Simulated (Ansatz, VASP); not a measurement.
Two plane-wave programs on ZnCu3

The input INCAR:

```
PREC = Accurate
ENCUT = 520
EDIFF = 1E-6
ISMEAR = -1
SIGMA = 0.1
LREAL = F
LASPH = T
NELM = 100
ALGO = Normal
ISIF = 2
LWAVE = F
LCHARG = F
LDIPOL = T
IDIPOL = 3
DIPOL = 0.5 0.5 0.500
GGA = PE
NBANDS = 30
```

File KPOINTS:

```
Automatic mesh
0
Gamma
  15 15 1
```

POSCAR

```
ZnCu3
1.0
    2.5665139637      0.0000000000      0.0000000000
   -1.2832569818      2.2226662917      0.0000000000
    0.0000000000      0.0000000000     22.2866000000
Zn Cu
1 3
Direct
    0.0000000000      0.0000000000      0.3602342432
    0.3333333333      0.6666666667      0.4531632598
    0.6666666667      0.3333333333      0.5468367274
    0.0000000000      0.0000000000      0.6397657690
```

Input for Ansatz:

```yaml
crystal:
  lattice:
    - [2.5665139637, 0.0, 0.0]
    - [-1.2832569818, 2.2226662917, 0.0]
    - [0.0, 0.0, 22.2866]
  atoms:
    - { symbol: Zn, position: [0.0, 0.0, 0.3602342432] }
    - { symbol: Cu, position: [0.3333333333, 0.6666666667, 0.4531632598] }
    - { symbol: Cu, position: [0.6666666667, 0.3333333333, 0.5468367274] }
    - { symbol: Cu, position: [0.0, 0.0, 0.639765769] }
kpoints:
  mp_grid: { grid: [15, 15, 1] }
scf:
  occupations: { method: fermi_dirac, width: 0.1 }
hamiltonian:
  xc: pbe
  pseudopotentials: { kind: paw }
output:
  forces: true
  stress: true
  eigenvalues: true
efield:
  axis: 3
  amplitude: 0
  dipole_correction: true
```

Alike in both runs: task single point; functional PBE; k mesh 15 × 15 × 1; occupations fermi-dirac, width 0.1 eV; no spin polarisation.

|  | VASP | Ansatz |
| --- | --- | --- |
| version | VASP 6.6.1 | Ansatz 0.2.0 |
| potentials or method | VASP PAW PBE potentials, release 64 (Zn, Cu) | PAW with Ansatz's default frozen-core files, scalar-relativistic |
| plane-wave cutoff (eV) | 520 | 420 |
| valence electrons in the cell | 45 | 69 |

|  | VASP | Ansatz | Ansatz less VASP |
| --- | --- | --- | --- |
| rms of the force components (eV/Å) | 0.268 | 0.260 | -0.0085 |

Atom by atom the forces differ by 0.011 eV/Å (rms over components). VASP's potentials hold 45 valence electrons a cell and Ansatz's 69, so a difference there can come from the potentials and not from the codes.
